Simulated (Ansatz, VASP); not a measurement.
## KF in VASP and in Ansatz

INCAR

```
PREC = Accurate ; ENCUT = 520
EDIFF = 1E-8 ; ISMEAR = -1
SIGMA = 0.02 ; LREAL = F
LASPH = T ; NELM = 60
ALGO = Normal ; ISIF = 2
LWAVE = F ; LCHARG = F
LEFG = T ; NBANDS = 15
```

Contents of KPOINTS:

```
regular mesh
0
Gamma
  9 9 9
```

Contents of POSCAR:

```
KF
1.0
    3.2753730134      0.0000000000      0.0000000000
    0.0000000000      3.2753730134      0.0000000000
    0.0000000000      0.0000000000      3.2263654500
K F
1 1
Direct
    0.0000000000      0.0000000000      0.0000000000
    0.5000000000      0.5000000000      0.5000000000
```

Input for Ansatz:

```yaml
crystal:
  lattice:
    - [3.2753730134, 0.0, 0.0]
    - [0.0, 3.2753730134, 0.0]
    - [0.0, 0.0, 3.22636545]
  atoms:
    - { symbol: K, position: [0.0, 0.0, 0.0] }
    - { symbol: F, position: [0.5, 0.5, 0.5] }
kpoints:
  mp_grid: { grid: [9, 9, 9] }
scf:
  occupations: { method: fermi_dirac, width: 0.02 }
hamiltonian:
  xc: lda
  pseudopotentials: { kind: all_electron, datasets: crystal }
output:
  forces: true
  stress: true
  eigenvalues: true
  efg: { contact_densities: true }
```

Change from the starting cell: z stretched by -1 % at fixed volume, crystal datasets.

Alike in both runs: task electric field gradients; functional LDA; k mesh 9 × 9 × 9; occupations fermi-dirac, width 0.02 eV; no spin polarisation.

|  | VASP | Ansatz |
| --- | --- | --- |
| version | VASP 6.6.1 | Ansatz 0.2.0 |
| potentials or method | VASP PAW LDA potentials, release 64 (K_sv, F), cutoff 520 eV | all-electron PAW with datasets made for the crystal, scalar-relativistic |

Ansatz gave:

* gap on the k mesh at the Fermi level (eV): 5.89
* pressure (GPa): -5.7
* traceless stress, the component that is largest in VASP (GPa): 0.82
* size of Vzz on the site where it differs most (V/Å²): 2.8

Q: Estimate VASP's values.

A: gap on the k mesh at the Fermi level (eV): 5.89; pressure (GPa): -5.7; traceless stress, the component that is largest in VASP (GPa): 0.83; size of Vzz on the site where it differs most (V/Å²): 2.9.

LDA's correlation is that of Perdew and Zunger in VASP and of Perdew and Wang (1992) in Ansatz. Ansatz ran all-electron here, and VASP with PAW potentials.
